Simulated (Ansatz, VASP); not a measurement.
# Two plane-wave programs on Ga2O3

```
CELL_PARAMETERS angstrom
6.10700 -1.51855 0.00000
6.10700 1.51855 0.00000
-1.38599 0.00000 5.63001
ATOMIC_POSITIONS crystal
Ga 0.09048 0.09048 0.79497
Ga 0.90952 0.90952 0.20503
Ga 0.65841 0.65841 0.31478
Ga 0.34159 0.34159 0.68522
O 0.16332 0.16332 0.10997
O 0.83668 0.83668 0.89003
O 0.17364 0.17364 0.56380
O 0.82636 0.82636 0.43620
O 0.49590 0.49590 0.25693
O 0.50410 0.50410 0.74307
```

Alike in both runs: functional LDA; k mesh 8 × 8 × 5; no spin polarisation.

Ansatz relaxed the structure, and its values are those at the end. VASP's run is a single point on that final structure, the one shown.

|  | VASP | Ansatz |
| --- | --- | --- |
| version | VASP 6.6.1 | Ansatz 0.2.0 |
| potentials or method | VASP PAW LDA potentials, release 64 (Ga_d, O), cutoff 520 eV | scalar-relativistic, plane waves, PAW |
| occupations | gaussian, width 0.01 eV | fixed |
| valence electrons in the cell | 88 | 88 |

VASP gave:

- gap on the k mesh at the Fermi level (eV): 2.35
- least direct gap on the mesh (eV): 2.36
- pressure (GPa): -2.1
- rms of the force components (eV/Å): 0.027

Task: Which values does Ansatz return?

Result: gap on the k mesh at the Fermi level (eV): 2.34; least direct gap on the mesh (eV): 2.35; pressure (GPa): -3.8; rms of the force components (eV/Å): 0.000.

LDA's correlation is that of Perdew and Zunger in VASP and of Perdew and Wang (1992) in Ansatz.
